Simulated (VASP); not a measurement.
# NbSb (P6_3mc) in VASP: a series of runs

NbSb is run at these levels: PBEsol; tasks: relaxation of shape and atoms at fixed volume.

Program: VASP 6.6.1. These are calculated values, not measurements. Logs are shortened: lines on timing, memory, paths and dates and some standing lists are left out, and cuts for length are marked.

**1. The cell of the first run**

The structure is hexagonal, space group P6_3mc (No. 186). The conventional cell has a = 3.086 Å, b = 3.086 Å, c = 9.950 Å, α = 90.00°, β = 90.00°, γ = 120.00°. Nb (site symmetry 3m) has 4 Sb at 2.75 to 2.85 Å and 6 Nb at 3.09 Å within 3.6 Å. Sb (site symmetry 3m) has 4 Nb at 2.75 to 2.85 Å and 6 Sb at 3.09 Å within 3.6 Å.

**2. Relaxation of shape and atoms at fixed volume, PBEsol (20.52 Å³/atom)**

INCAR reads:

```
SYSTEM = NbSb
PREC     = Accurate       ! precision mode
ENCUT    = 600            ! plane-wave cutoff, eV
EDIFF    = 1E-6           ! SCF threshold, eV
ISMEAR   = 0              ! smearing method
SIGMA    = 0.05           ! smearing width, eV
LREAL    = .FALSE.        ! projectors in reciprocal space
LASPH    = .TRUE.         ! aspherical terms in the spheres
NELM     = 60             ! most SCF steps
ALGO     = Normal         ! electronic algorithm
ISIF     = 4              ! what is computed and relaxed
LWAVE    = .FALSE.        ! write WAVECAR
LCHARG   = .FALSE.        ! write CHGCAR
GGA      = PS             ! functional
IBRION   = 2              ! ionic algorithm
NSW      = 60             ! ionic steps
EDIFFG   = -0.01          ! ionic threshold
```

KPOINTS reads:

```
Automatic mesh
0
G
  10 10 6
  0 0 0
```

POSCAR reads:

```
NbSb
1.0
    3.0860221552      0.0000000000      0.0000000000
   -1.5430110776      2.6725735831      0.0000000000
    0.0000000000      0.0000000000      9.9502790938
Nb Sb
2 2
Direct
    0.6666666667      0.3333333333     -0.0492689410
    0.3333333333      0.6666666667      0.4507310590
    0.6666666667      0.3333333333      0.6744689410
    0.3333333333      0.6666666667      0.1744689410
```

Potentials or basis: VASP PAW PBE potentials, release 64 (Nb_sv, Sb).

On the command line:

```console
$ cat potpaw_PBE.64/Nb_sv/POTCAR potpaw_PBE.64/Sb/POTCAR > POTCAR
$ mpirun -np 1 vasp_std > vasp.out
```

OUTCAR:

```text
SYSTEM = NbSb
   PREC = Accurate
   ENCUT = 600
   EDIFF = 1E-6
   ISMEAR = 0
   LREAL = .FALSE.
   LASPH = .TRUE.
   NELM = 60
   ISIF = 4
   GGA = PS
   IBRION = 2
   NSW = 60
   EDIFFG = -0.01

 ion  position               nearest neighbor table
   1  0.667  0.333  0.951-   3 2.75   4 2.85   4 2.85   4 2.85
   2  0.333  0.667  0.451-   4 2.75   3 2.85   3 2.85   3 2.85
   3  0.667  0.333  0.674-   1 2.75   2 2.85   2 2.85   2 2.85
   4  0.333  0.667  0.174-   2 2.75   1 2.85   1 2.85   1 2.85

  LATTYP: Found a hexagonal cell.
 ALAT       =     3.0860221552
 C/A-ratio  =     3.2243057870

  Lattice vectors:

 A1 = (   3.0860221552,   0.0000000000,   0.0000000000)
 A2 = (  -1.5430110776,   2.6725735831,   0.0000000000)
 A3 = (   0.0000000000,   0.0000000000,   9.9502790938)

Analysis of symmetry for initial positions (statically):
=====================================================================
 Subroutine PRICEL returns:
 Original cell was already a primitive cell.

 Routine SETGRP: Setting up the symmetry group for a
 hexagonal supercell.

 Subroutine GETGRP returns: Found 12 space group operations
 (whereof  6 operations were pure point group operations)
 out of a pool of 24 trial point group operations.

The static configuration has the point symmetry C_3v.
 The point group associated with its full space group is C_6v.

Analysis of symmetry for dynamics (positions and initial velocities):
=====================================================================
 Subroutine PRICEL returns:
 Original cell was already a primitive cell.

 Routine SETGRP: Setting up the symmetry group for a
 hexagonal supercell.

 Subroutine GETGRP returns: Found 12 space group operations
 (whereof  6 operations were pure point group operations)
 out of a pool of 24 trial point group operations.

The dynamic configuration has the point symmetry C_3v.
 The point group associated with its full space group is C_6v.

 Subroutine INISYM returns: Found 12 space group operations
 (whereof  6 operations are pure point group operations),
 and found     1 'primitive' translations

----------------------------------------------------------------------------------------

                                     Primitive cell

  volume of cell :      82.0661

  direct lattice vectors                    reciprocal lattice vectors
     3.086022155  0.000000000  0.000000000     0.324041744  0.187085588  0.000000000
    -1.543011078  2.672573583  0.000000000     0.000000000  0.374171176  0.000000000
     0.000000000  0.000000000  9.950279094     0.000000000  0.000000000  0.100499694

  length of vectors
     3.086022155  3.086022155  9.950279094     0.374171176  0.374171176  0.100499694

  position of ions in fractional coordinates (direct lattice)
     0.666666667  0.333333333  0.950731059
     0.333333333  0.666666667  0.450731059
     0.666666667  0.333333333  0.674468941
     0.333333333  0.666666667  0.174468941

  ion indices of the primitive-cell ions
   primitive index   ion index
                 1           1
                 2           2
                 3           3
                 4           4

----------------------------------------------------------------------------------------

 KPOINTS: Automatic mesh

Automatic generation of k-mesh.
 Grid dimensions read from file:
 generate k-points for:   10   10    6

 Generating k-lattice:

  Cartesian coordinates                     Fractional coordinates (reciprocal lattice)
     0.032404174  0.018708559  0.000000000     0.100000000  0.000000000  0.000000000
     0.000000000  0.037417118  0.000000000     0.000000000  0.100000000  0.000000000
     0.000000000  0.000000000  0.016749949     0.000000000  0.000000000  0.166666667

  Length of vectors
     0.037417118  0.037417118  0.016749949

  Shift w.r.t. Gamma in fractional coordinates (k-lattice)
     0.000000000  0.000000000  0.000000000

 Subroutine IBZKPT returns following result:
 ===========================================

 Found     56 irreducible k-points:

 Following reciprocal coordinates:
            Coordinates               Weight
  0.000000  0.000000  0.000000      1.000000
  0.100000  0.000000  0.000000      6.000000
  0.200000  0.000000  0.000000      6.000000
  0.300000  0.000000  0.000000      6.000000
  0.400000  0.000000  0.000000      6.000000
  0.500000  0.000000  0.000000      3.000000
[... 16 lines left out ...]
  0.300000  0.100000  0.166667     24.000000
  0.400000  0.100000  0.166667     24.000000
 [... further k-points ...]
   k-points           NKPTS =     56   k-points in BZ     NKDIM =     56   number of bands    NBANDS=     22
   number of dos      NEDOS =    301   number of ions     NIONS =      4
   total plane-waves  NPLWV =  62720
   dimension x,y,z NGX =    28 NGY =   28 NGZ =   80
   dimension x,y,z NGXF=    56 NGYF=   56 NGZF=  160
   ions per type =               2   2
   NGX,Y,Z   is equivalent  to a cutoff of  15.08, 15.08, 13.37 a.u.
   NGXF,Y,Z  is equivalent  to a cutoff of  30.17, 30.17, 26.73 a.u.
 SYSTEM =  NbSb
   PREC   = accura    normal or accurate (medium, high low for compatibility)
   ISTART =      0    job   : 0-new  1-cont  2-samecut
   ICHARG =      2    charge: 1-file 2-atom 10-const
   ISPIN  =      1    spin polarized calculation?
   LNONCOLLINEAR =      F non collinear calculations
   LSORBIT =      F    spin-orbit coupling
   LASPH  =      T    aspherical Exc in radial PAW
   ENCUT  =  600.0 eV  44.10 Ry    6.64 a.u.   6.16  6.16 19.87*2*pi/ulx,y,z
   NELM   =     60;   NELMIN=  2; NELMDL= -5     # of ELM steps
   EDIFF  = 0.1E-05   stopping-criterion for ELM
   LREAL  =      F    real-space projection
   EDIFFG = -.1E-01   stopping-criterion for IOM
   NSW    =     60    number of steps for IOM
   IBRION =      2    ionic relax: 0-MD 1-quasi-New 2-CG
   NFREE  =      1    steps in history (QN), initial steepest desc. (CG)
   ISIF   =      4    stress and relaxation
   ISYM   =      2    0-nonsym 1-usesym 2-fastsym
   POTIM  = 0.5000    time-step for ionic-motion
   TEBEG  =    0.0;   TEEND  =   0.0 temperature during run
   PSTRESS=    0.0 pullay stress
   NELECT =      36.0000    total number of electrons
   NUPDOWN=      -1.0000    fix difference up-down
   EMIN   =  10.00;   EMAX   =-10.00  energy-range for DOS
   EFERMI =   0.00;   METHOD = LEGACY
   ISMEAR =     0;   SIGMA  =   0.05  broadening in eV -4-tet -1-fermi 0-gaus
   EFERMI_NEDOS =   21; number of points for ismear=-14 and -15
   IALGO  =     38    algorithm
   IMIX   =      4    mixing-type and parameters
     AMIX     =   0.40;   BMIX     =  1.00
     AMIX_MAG =   1.60;   BMIX_MAG =  1.00
  volume/ion in A,a.u.               =      20.52       138.45
  Fermi-wavevector in a.u.,A,eV,Ry     =   1.243906  2.350642 21.052334  1.547303
  Thomas-Fermi vector in A             =   2.378196
   LORBIT       =      0    0 simple, 1 ext, 2 COOP (PROOUT), +10 PAW based schemes
   GGA     = PS    functional components
   LHFCALC =     F    Hartree Fock is set to
   AEXX    =    0.0000 exact exchange contribution
   IVDW    =     0    specifies the selected vdW correction
   LEPSILON=     F    determine dielectric tensor
   LRPA    =     F    only Hartree local field effects (RPA)
 conjugate gradient relaxation of ions
 non-spin polarized calculation
 Gauss-broadening in eV      SIGMA  =   0.05
  energy-cutoff  :      600.00
  volume of cell :       82.07
 maximum number of plane-waves:      2762
 NGX is ok and might be reduce to    28
   NGX = 13   NGY = 13   NGZ = 39

--------------------------------------- Ionic step        1  -------------------------------------------

 number of electron      36.0000001 magnetization

 Free energy of the ion-electron system (eV)
  ---------------------------------------------------
  ext. energy  EPLUGINS =         0.00000000
  ---------------------------------------------------
  free energy    TOTEN  =       -29.57719697 eV

  energy without entropy =      -29.56734943  energy(sigma->0) =      -29.57227320

------------------------ aborting loop because EDIFF is reached ----------------------------------------

  FORCE on cell =-STRESS in cart. coord.  units (eV):
  Direction    XX          YY          ZZ          XY          YZ          ZX
  --------------------------------------------------------------------------------------
  -------------------------------------------------------------------------------------
  Total        2.7292784      2.7292784      2.9800308      0.0000000      0.0000000      0.0000000
  in kB       53.2837099     53.2837099     58.1791483      0.0000000      0.0000000      0.0000000
  external PRESSURE =      54.9155227 kB  Pullay stress =       0.0000000 kB
[... 99 lines left out ...]
  energy  without entropy=      -29.5682671123  energy(sigma->0) =      -29.57330667

--------------------------------------- Ionic step        4  -------------------------------------------

 number of electron      36.0000001 magnetization

 Free energy of the ion-electron system (eV)
  ---------------------------------------------------
  ext. energy  EPLUGINS =         0.00000000
  ---------------------------------------------------
  free energy    TOTEN  =       -29.57836420 eV

  energy without entropy =      -29.56829501  energy(sigma->0) =      -29.57332960

 E-fermi :  10.8149     XC(G=0): -11.7029

 val. band max:       10.8140955814   @ k =   0.3000   0.0000   0.3333
 cond. band min:      10.8155071245   @ k =   0.3000   0.0000   0.1667
 fundamental gap:      0.0014115431
 Fermi energy:        10.8148730572

 k-point     1 :       0.0000    0.0000    0.0000
  band No.  band energies     occupation
      1     -43.9083      2.00000
      2     -43.9081      2.00000
      3     -20.2011      2.00000
      4     -20.1923      2.00000
      5     -19.5789      2.00000
      6     -19.5789      2.00000
[... 574 lines left out ...]
      6     -20.0762      2.00000
[... 14 lines left out ...]
     21      12.9157      0.00000
     22      13.2925      0.00000

 [... further k-points ...]

------------------------ aborting loop because EDIFF is reached ----------------------------------------

  FORCE on cell =-STRESS in cart. coord.  units (eV):
  Direction    XX          YY          ZZ          XY          YZ          ZX
  --------------------------------------------------------------------------------------
  -------------------------------------------------------------------------------------
  Total        2.7142206      2.7142206      2.6671622      0.0000000      0.0000000     -0.0000000
  in kB       52.9897363     52.9897363     52.0710141      0.0000000      0.0000000     -0.0000000
  external PRESSURE =      52.6834956 kB  Pullay stress =       0.0000000 kB
[... 19 lines left out ...]
  FREE ENERGIE OF THE ION-ELECTRON SYSTEM (eV)
  ---------------------------------------------------
  free  energy   TOTEN  =       -29.5783641953 eV

  energy  without entropy=      -29.5682950104  energy(sigma->0) =      -29.57332960

 reached required accuracy - stopping structural energy minimisation
```

Wall time 5.5 min (1 thread of Intel Xeon Platinum 8259CL at 2.50GHz (Skylake/Cascade Lake), shared host); peak memory 0.31 GiB.

Results:

| Item | Value |
| --- | --- |
| Free energy | -29.5784 eV |
| Energy gained by relaxing | 0.3 meV/atom |
| Ionic steps | 4 |
| Pressure after relaxing | 5.3 GPa |
| Largest force after relaxing | 0.006 eV/Å |
| Band gap on the k mesh | zero (bands 18 and 19 overlap by 1.28 eV) |

Forces on the atoms (eV/Å):
```
Nb   0.000  0.000 -0.006
Nb   0.000  0.000 -0.006
Sb   0.000  0.000  0.006
Sb   0.000  0.000  0.006
```

Stress tensor (GPa, compression positive):
```
5.30 0.00 0.00
0.00 5.30 0.00
0.00 0.00 5.21
```

Step by step:
```
step  energy change (eV)  largest force (eV/Å)  pressure (GPa)  volume (Å³)
   1              0.0000                0.0969            5.49        82.07
   2             -0.0011                0.0093            5.29        82.07
   3             -0.0011                0.0109            5.28        82.07
   4             -0.0012                0.0060            5.27        82.07
```

Final structure:
```
CELL_PARAMETERS angstrom
3.08157 0.00000 0.00000
-1.54079 2.66872 0.00000
0.00000 0.00000 9.97903
ATOMIC_POSITIONS crystal
Nb 0.66667 0.33333 0.95029
Nb 0.33333 0.66667 0.45029
Sb 0.66667 0.33333 0.67491
Sb 0.33333 0.66667 0.17491
```

Caveat: the PAW data sets were made with another functional, which shifts forces and pressure a little; spin-orbit coupling is left out, which moves the levels of the heavy elements.

**3. Relaxation of shape and atoms at fixed volume, PBEsol (20.94 Å³/atom)**

This run uses another cell than the first one, of 20.94 Å³/atom.

INCAR reads:

```
SYSTEM = NbSb
PREC = Accurate
ENCUT = 600
EDIFF = 1E-6
ISMEAR = 0
SIGMA = 0.05
LREAL = .False.
LASPH = .True.
NELM = 60
ALGO = Normal
ISIF = 4
LWAVE = .False.
LCHARG = .False.
GGA = PS
IBRION = 2
NSW = 60
EDIFFG = -0.01
```

KPOINTS reads:

```
Automatic mesh
0
Gamma
  10 10 6
  0 0 0
```

POSCAR reads:

```
NbSb
1.0
    3.1122220661      0.0000000000      0.0000000000
   -1.5561110330      2.6952633715      0.0000000000
    0.0000000000      0.0000000000      9.9872754769
Nb Sb
2 2
Direct
    0.6666666667      0.3333333333     -0.0488632132
    0.3333333333      0.6666666667      0.4511367868
    0.6666666667      0.3333333333      0.6740632132
    0.3333333333      0.6666666667      0.1740632132
```

Potentials or basis: VASP PAW PBE potentials, release 64 (Nb_sv, Sb).

On the command line:

```console
$ cat potpaw_PBE.64/Nb_sv/POTCAR potpaw_PBE.64/Sb/POTCAR > POTCAR
$ mpirun -np 1 vasp_std > vasp.out
```

Run time: 5.6 min. Hardware: 1 thread of Intel Xeon Platinum 8259CL at 2.50GHz (Skylake/Cascade Lake), shared host; peak memory 0.32 GiB.

The run converged. Its results:

```yaml
Free_energy: -29.6200 eV
Energy_gained_by_relaxing: 0.3 meV/atom
Ionic_steps: 4
Pressure_after_relaxing: 2.5 GPa
Largest_force_after_relaxing: 0.005 eV/Å
Band_gap_on_the_k_mesh: zero (bands 18 and 19 overlap by 1.22 eV)
```

Forces on the atoms (eV/Å):
```
Nb   0.000  0.000 -0.005
Nb   0.000  0.000 -0.005
Sb   0.000  0.000  0.005
Sb   0.000  0.000  0.005
```

Step by step:
```
step  energy change (eV)  largest force (eV/Å)  pressure (GPa)  volume (Å³)
   1              0.0000                0.0928            2.70        83.78
   2             -0.0012                0.0025            2.51        83.78
   3             -0.0012                0.0082            2.50        83.78
   4             -0.0012                0.0045            2.49        83.78
```

Final structure:
```
Nb Sb
1.0
     3.10767    0.00000    0.00000
    -1.55384    2.69132    0.00000
     0.00000    0.00000   10.01654
Nb Sb
2 2
Direct
  0.66667 0.33333 0.95069
  0.33333 0.66667 0.45069
  0.66667 0.33333 0.67451
  0.33333 0.66667 0.17451
```

Levels at points of the mesh, in eV from the Fermi level:
```csv
k point,band 15,band 16,band 17,band 18,band 19,band 20,band 21,band 22
"(0.00, 0.00, 0.00)",0.28,0.28,0.30,0.30,1.76,1.76,2.06,2.06
"(0.50, 0.00, 0.00)",-2.21,-1.72,-0.69,-0.07,0.24,0.88,2.88,3.29
"(0.00, 0.00, 0.50)",0.29,0.29,0.29,0.29,1.90,1.90,1.90,1.90
"(0.50, 0.00, 0.50)",-2.09,-2.09,0.30,0.30,0.38,0.38,2.46,2.46
```

Caveat: the PAW data sets were made with another functional, which shifts forces and pressure a little; spin-orbit coupling is left out, which moves the levels of the heavy elements.
